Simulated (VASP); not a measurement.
# GaN (F-43m) in VASP: further runs, part 2 of 2

VASP 6.6.1. The steps go on from the part before.

## (4) Phonons, r2SCAN

This run uses another cell than the first one, of 11.00 Å³/atom.

INCAR reads:

```
ALGO = Normal ; EDIFF = 1E-8
ENCUT = 520 ; IBRION = 6
ISIF = 2 ; ISMEAR = 0
LASPH = True ; LCHARG = False
LMIXTAU = True ; LREAL = False
LWAVE = False ; METAGGA = R2SCAN
NELM = 100 ; NFREE = 2
NSW = 1 ; POTIM = 0.015
PREC = Accurate ; SIGMA = 0.01
```

KPOINTS reads:

```
k-points
0
Gamma
  10 10 10
```

POSCAR reads:

```
GaN
1.0
    2.2242535024      2.2242535024      0.0000000000
   -2.2242535024      2.2242535024      0.0000000000
    0.0000000000      2.2242535024      2.2242535024
Ga N
1 1
Direct
    0.0000000000      0.0000000000      0.0000000000
    0.2500000000      0.7500000000      0.5000000000
```

Potentials or basis: VASP PAW PBE potentials, release 64 (Ga_d, N).

Command:

```bash
cat potpaw_PBE.64/Ga_d/POTCAR potpaw_PBE.64/N/POTCAR > POTCAR
mpirun -np 1 vasp_std > vasp.out
```

OUTCAR:

```text
EDIFF = 1E-8
   ENCUT = 520
   IBRION = 6
   ISIF = 2
   ISMEAR = 0
   LASPH = True
   LREAL = False
   METAGGA = R2SCAN
   NELM = 100
   NFREE = 2
   NSW = 1
   POTIM = 0.015
   PREC = Accurate

 ion  position               nearest neighbor table
   1  0.000  0.000  0.000-   2 1.93   2 1.93   2 1.93   2 1.93
   2  0.250  0.750  0.500-   1 1.93   1 1.93   1 1.93   1 1.93

  LATTYP: Found a face centered cubic cell.
 ALAT       =     4.4485070048

  Lattice vectors:

 A1 = (   0.0000000000,   2.2242535024,   2.2242535024)
 A2 = (   2.2242535024,   0.0000000000,   2.2242535024)
 A3 = (   2.2242535024,   2.2242535024,   0.0000000000)

Analysis of symmetry for initial positions (statically):
=====================================================================
[... 726 lines left out ...]
  Total        1.1240375      1.1294665      1.1294665      0.0000000      0.1640926      0.0000000
  in kB       81.8292410     82.2244688     82.2244688      0.0000000     11.9458434      0.0000000
  external PRESSURE =      82.0927262 kB  Pullay stress =       0.0000000 kB
[... 17 lines left out ...]
  FREE ENERGIE OF THE ION-ELECTRON SYSTEM (eV)
  ---------------------------------------------------
  free  energy   TOTEN  =       -21.8731500344 eV

  energy  without entropy=      -21.8731500344  energy(sigma->0) =      -21.87315003

 INTERNAL STRAIN TENSORS FROM DISPLACED ATOMS
 ============================================

 INTERNAL STRAIN TENSOR FOR ION    1 for displacements in x,y,z  (eV/Angst):
          X           Y           Z          XY          YZ          ZX
  --------------------------------------------------------------------------------
  x     0.00000     0.00000     0.00000    -0.00000    10.88902     0.00000
  y     0.00000     0.00000     0.00000     0.00000    -0.00000    10.88902
  z     0.00000     0.00000     0.00000    10.88902     0.00000     0.00000

 INTERNAL STRAIN TENSOR FOR ION    2 for displacements in x,y,z  (eV/Angst):
          X           Y           Z          XY          YZ          ZX
  --------------------------------------------------------------------------------
  x     0.00000     0.00000     0.00000     0.00000   -10.96598     0.00000
  y     0.00000     0.00000     0.00000     0.00000     0.00000   -10.96598
  z     0.00000     0.00000     0.00000   -10.96598     0.00000     0.00000

 Eigenvectors and eigenvalues of the dynamical matrix
 ----------------------------------------------------

   1 f  =   17.355948 THz   109.050636 2PiTHz  578.932099 cm-1    71.778400 meV
             X         Y         Z           dx          dy          dz
      0.000000  0.000000  0.000000     0.401444   -0.000000    0.000000
     -1.112127  3.336380  1.112127    -0.915883   -0.000000    0.000000
[... 21 lines left out ...]
   6 f/i=    0.142216 THz     0.893567 2PiTHz    4.743801 cm-1     0.588156 meV
             X         Y         Z           dx          dy          dz
      0.000000  0.000000  0.000000    -0.681984    0.528021    0.308114
     -1.112127  3.336380  1.112127    -0.298923    0.231439    0.135051

 ELASTIC MODULI CONTR FROM IONIC RELAXATION (kBar)
 Direction    XX          YY          ZZ          XY          YZ          ZX
 --------------------------------------------------------------------------------
 XX          -0.0000      0.0000      0.0000      0.0000     -0.0000      0.0000
 YY           0.0000     -0.0000     -0.0000      0.0000      0.0000     -0.0000
 ZZ           0.0000     -0.0000     -0.0000     -0.0000      0.0000      0.0000
 XY           0.0000      0.0000     -0.0000   -613.8159      0.0000      0.0000
 YZ          -0.0000      0.0000      0.0000      0.0000   -613.8159      0.0000
 ZX           0.0000     -0.0000      0.0000      0.0000      0.0000   -613.8159
 --------------------------------------------------------------------------------
```

OSZICAR:

```text
N       E                     dE             d eps       ncg     rms          rms(c)
DAV:   1     0.764826071665E+02    0.76483E+02   -0.10119E+04  1307   0.260E+03
DAV:   2    -0.197183919805E+02   -0.96201E+02   -0.91486E+02  1370   0.368E+02
DAV:   3    -0.267262187305E+02   -0.70078E+01   -0.69647E+01  1422   0.898E+01
[... 77 lines left out ...]
DAV:   8    -0.218731499407E+02    0.32317E-06   -0.10385E-06  4991   0.122E-02    0.277E-03
DAV:   9    -0.218731498275E+02    0.11324E-06   -0.21308E-07  4701   0.711E-03    0.479E-04
DAV:  10    -0.218731500456E+02   -0.21812E-06   -0.90110E-08  4631   0.461E-03    0.669E-04
DAV:  11    -0.218731500289E+02    0.16698E-07   -0.17938E-08  4476   0.152E-03    0.481E-04
DAV:  12    -0.218731500344E+02   -0.54870E-08   -0.56364E-10  2433   0.305E-04
   5 F= -.21873150E+02 E0= -.21873150E+02  d E =-.261563E-42
```

stdout:

```text
POSCAR found type information on POSCAR GaN
 POSCAR found :  2 types and       2 ions
 scaLAPACK will be used
 -----------------------------------------------------------------------------
|                                                                             |
|                                                                             |
|     You enforced a specific xc type in the INCAR file but a different       |
|     I HOPE YOU KNOW WHAT YOU ARE DOING!                                     |
|                                                                             |
 -----------------------------------------------------------------------------

 LDA part: xc-table for (None), standard interpolation
 POSCAR, INCAR and KPOINTS ok, starting setup
 FFT: planning ... GRIDC
 FFT: planning ... GRID_SOFT
 FFT: planning ... GRID
 WAVECAR not read
 entering main loop
 Found     2 degrees of freedom:
 Finite differences POTIM= 0.01500 DOF=   2
 bond charge predicted
 Finite differences progress:
 bond charge predicted
 Finite differences progress:
 bond charge predicted
 Finite differences progress:
 bond charge predicted
 Finite differences progress:
```

Run time: 8.5 min. Hardware: 1 thread of Intel Xeon 8259CL, shared host; peak memory 0.22 GiB.

Results:

| Item | Value |
| --- | --- |
| Highest phonon frequency at Γ, LO-TO splitting left out | 579 cm⁻¹ |

Phonon frequencies in cm⁻¹ (negative: imaginary):
| q point | frequencies |
| --- | --- |
| (0.000, 0.000, 0.000) | -5 -5 -5 579 579 579 |

Caveat: the cell stands under pressure or tension, which shifts response properties; the PAW data sets were made with another functional, which shifts forces and pressure a little.

## (5) Phonons, r2SCAN

This run uses another cell than the first one, of 11.15 Å³/atom.

INCAR reads:

```
SYSTEM = GaN
PREC = Accurate
ENCUT = 520
EDIFF = 1E-8
ISMEAR = 0
SIGMA = 0.01
LREAL = .FALSE.
LASPH = .TRUE.
NELM = 60
ALGO = Normal
ISIF = 2
LWAVE = .FALSE.
LCHARG = .FALSE.
METAGGA = R2SCAN
LMIXTAU = .TRUE.
NBANDS = 16
IBRION = 6
NFREE = 2
POTIM = 0.015
NSW = 1
```

KPOINTS reads:

```
regular mesh
0
G
  10 10 10
  0 0 0
```

POSCAR reads:

```
GaN
1.0
    2.2342277387      2.2342277387      0.0000000000
   -2.2342277387      2.2342277387      0.0000000000
    0.0000000000      2.2342277387      2.2342277387
Ga N
1 1
Direct
    0.0000000000      0.0000000000      0.0000000000
    0.2500000000      0.7500000000      0.5000000000
```

Potentials or basis: VASP PAW PBE potentials, release 64 (Ga_d, N).

Command:

```bash
cat potpaw_PBE.64/Ga_d/POTCAR potpaw_PBE.64/N/POTCAR > POTCAR
mpirun -np 1 vasp_std > vasp.out
```

OUTCAR:

```text
SYSTEM = GaN
   PREC = Accurate
   ENCUT = 520
   EDIFF = 1E-8
   ISMEAR = 0
   LREAL = .FALSE.
   LASPH = .TRUE.
   NELM = 60
   ISIF = 2
   METAGGA = R2SCAN
   IBRION = 6
   NFREE = 2
   POTIM = 0.015
   NSW = 1

 ion  position               nearest neighbor table
   1  0.000  0.000  0.000-   2 1.93   2 1.93   2 1.93   2 1.93
   2  0.250  0.750  0.500-   1 1.93   1 1.93   1 1.93   1 1.93

  LATTYP: Found a face centered cubic cell.
 ALAT       =     4.4684554774

  Lattice vectors:

 A1 = (   0.0000000000,   2.2342277387,   2.2342277387)
 A2 = (   2.2342277387,   0.0000000000,   2.2342277387)
 A3 = (   2.2342277387,   2.2342277387,   0.0000000000)

Analysis of symmetry for initial positions (statically):
=====================================================================
 Subroutine PRICEL returns:
 Original cell was already a primitive cell.

 Routine SETGRP: Setting up the symmetry group for a
 face centered cubic supercell.

 Subroutine GETGRP returns: Found 24 space group operations
 (whereof 24 operations were pure point group operations)
 out of a pool of 48 trial point group operations.

The static configuration has the point symmetry T_d .

Analysis of symmetry for dynamics (positions and initial velocities):
=====================================================================
 Subroutine PRICEL returns:
 Original cell was already a primitive cell.

 Routine SETGRP: Setting up the symmetry group for a
 face centered cubic supercell.

 Subroutine GETGRP returns: Found 24 space group operations
 (whereof 24 operations were pure point group operations)
 out of a pool of 48 trial point group operations.
[... 300 lines left out ...]
  free energy    TOTEN  =       -21.88585325 eV

  energy without entropy =      -21.88585325  energy(sigma->0) =      -21.88585325

 E-fermi :   5.4358     XC(G=0): -12.7873

 val. band max:        5.3285350884   @ k =   0.0000   0.0000   0.0000
 cond. band min:       7.5916965361   @ k =   0.0000   0.0000   0.0000
 fundamental gap:      2.2631614477
 Fermi energy:         5.4357536890

 k-point     1 :       0.0000    0.0000    0.0000
  band No.  band energies     occupation
      1     -11.6566      2.00000
      2      -8.5585      2.00000
      3      -8.5523      2.00000
      4      -8.5473      2.00000
      5      -8.1732      2.00000
      6      -8.1731      2.00000
[... 433 lines left out ...]
      3      -8.3016      2.00000
      4      -8.2364      2.00000
      5      -8.1381      2.00000
      6      -6.5657      2.00000
[... 8 lines left out ...]
     15      26.2623      0.00000
     16      29.4324      0.00000

 [... further k-points ...]

------------------------ aborting loop because EDIFF is reached ----------------------------------------

  FORCE on cell =-STRESS in cart. coord.  units (eV):
  Direction    XX          YY          ZZ          XY          YZ          ZX
  --------------------------------------------------------------------------------------
  -------------------------------------------------------------------------------------
  Total        0.7236525      0.7286559      0.7286559      0.0000000      0.1519701      0.0000000
  in kB       51.9790498     52.3384390     52.3384390      0.0000000     10.9158217      0.0000000
  external PRESSURE =      52.2186426 kB  Pullay stress =       0.0000000 kB
[... 17 lines left out ...]
  FREE ENERGIE OF THE ION-ELECTRON SYSTEM (eV)
  ---------------------------------------------------
  free  energy   TOTEN  =       -21.8858532472 eV

  energy  without entropy=      -21.8858532472  energy(sigma->0) =      -21.88585325

 INTERNAL STRAIN TENSORS FROM DISPLACED ATOMS
 ============================================

 INTERNAL STRAIN TENSOR FOR ION    1 for displacements in x,y,z  (eV/Angst):
          X           Y           Z          XY          YZ          ZX
  --------------------------------------------------------------------------------
  x     0.00000     0.00000     0.00000    -0.00000     9.96729    -0.00000
  y     0.00000     0.00000     0.00000    -0.00000    -0.00000     9.96729
  z     0.00000     0.00000     0.00000     9.96729    -0.00000     0.00000

 INTERNAL STRAIN TENSOR FOR ION    2 for displacements in x,y,z  (eV/Angst):
          X           Y           Z          XY          YZ          ZX
  --------------------------------------------------------------------------------
  x    -0.00000    -0.00000    -0.00000    -0.00000   -10.15931     0.00000
  y    -0.00000    -0.00000    -0.00000     0.00000    -0.00000   -10.15931
  z    -0.00000    -0.00000    -0.00000   -10.15931     0.00000     0.00000

 Eigenvectors and eigenvalues of the dynamical matrix
 ----------------------------------------------------

   1 f  =   17.022623 THz   106.956292 2PiTHz  567.813570 cm-1    70.399879 meV
             X         Y         Z           dx          dy          dz
      0.000000  0.000000  0.000000     0.000000    0.400330    0.000000
     -1.117114  3.351342  1.117114     0.000000   -0.916371    0.000000
[... 21 lines left out ...]
   6 f/i=    0.160196 THz     1.006542 2PiTHz    5.343567 cm-1     0.662518 meV
             X         Y         Z           dx          dy          dz
      0.000000  0.000000  0.000000     0.000000   -0.916371    0.000000
     -1.117114  3.351342  1.117114     0.000000   -0.400330    0.000000

 ELASTIC MODULI CONTR FROM IONIC RELAXATION (kBar)
 Direction    XX          YY          ZZ          XY          YZ          ZX
 --------------------------------------------------------------------------------
 XX          -0.0000     -0.0000     -0.0000     -0.0000     -0.0000     -0.0000
 YY          -0.0000     -0.0000     -0.0000     -0.0000     -0.0000     -0.0000
 ZZ          -0.0000     -0.0000     -0.0000     -0.0000     -0.0000     -0.0000
 XY          -0.0000     -0.0000     -0.0000   -535.1754      0.0000      0.0000
 YZ          -0.0000     -0.0000     -0.0000      0.0000   -535.1754      0.0000
 ZX          -0.0000     -0.0000     -0.0000      0.0000      0.0000   -535.1754
 --------------------------------------------------------------------------------
```

OSZICAR:

```text
N       E                     dE             d eps       ncg     rms          rms(c)
DAV:   1     0.735420827753E+02    0.73542E+02   -0.95093E+03  1672   0.205E+03
DAV:   2    -0.209343167096E+02   -0.94476E+02   -0.88740E+02  1736   0.347E+02
DAV:   3    -0.267639202294E+02   -0.58296E+01   -0.58126E+01  1704   0.725E+01
[... 72 lines left out ...]
DAV:   8    -0.218858532006E+02   -0.14267E-06   -0.73566E-07  6280   0.791E-03    0.303E-03
DAV:   9    -0.218858531450E+02    0.55598E-07   -0.10206E-07  6256   0.412E-03    0.163E-03
DAV:  10    -0.218858532607E+02   -0.11573E-06   -0.18059E-07  5592   0.480E-03    0.893E-04
DAV:  11    -0.218858532464E+02    0.14337E-07   -0.22811E-08  6080   0.147E-03    0.780E-04
DAV:  12    -0.218858532472E+02   -0.79990E-09   -0.47592E-10  3264   0.214E-04
   5 F= -.21885853E+02 E0= -.21885853E+02  d E =-.669387E-55
```

It took 10 min on 1 thread of Intel Xeon 8259CL, shared host; peak memory 0.24 GiB.

Results:

| Item | Value |
| --- | --- |
| Highest phonon frequency at Γ, LO-TO splitting left out | 568 cm⁻¹ |

Phonon frequencies in cm⁻¹ (negative: imaginary):
```
              q point           frequencies
(0.000, 0.000, 0.000)  -5 -5 -5 568 568 568
```

Caveat: the cell stands under pressure or tension, which shifts response properties; the PAW data sets were made with another functional, which shifts forces and pressure a little.
